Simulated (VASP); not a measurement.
A run of VASP 6.6.1:

The input INCAR:

```
PREC = Accurate
ENCUT = 510
EDIFF = 1E-6
ISMEAR = 0
SIGMA = 0.15
LREAL = F
LASPH = T
NELM = 120
ALGO = Normal
ISIF = 2
LWAVE = F
LCHARG = F
GGA = PS
NBANDS = 22
GGA_COMPAT = F
```

The input KPOINTS:

```
regular mesh
0
Gamma
  18 18 18
```

The input POSCAR:

```
As
1.0
    1.8515532156      1.0689947475      3.5380565500
   -1.8515532156      1.0689947475      3.5380565500
    0.0000000000     -2.1379894949      3.5380565500
As
2
Direct
    0.2275400000      0.2275400000      0.2275400000
    0.7724600000      0.7724600000      0.7724600000
```

Potentials or basis: VASP PAW PBE potentials, release 64 (As_d).

Run with:

```bash
$ cat potpaw_PBE.64/As_d/POTCAR > POTCAR
$ mpirun -np 1 vasp_std > vasp.out
```

Hardware: 1 thread of Intel(R) Xeon(R) Platinum 8259CL CPU @ 2.50GHz (Skylake/Cascade Lake), with other jobs on the host.

Estimate the wall time of this run.

Run time: 6.2 min on 1 thread of Intel(R) Xeon(R) Platinum 8259CL CPU @ 2.50GHz (Skylake/Cascade Lake), on a shared host, peak memory 0.49 GiB. Counts: scf iterations 10, k points 580.
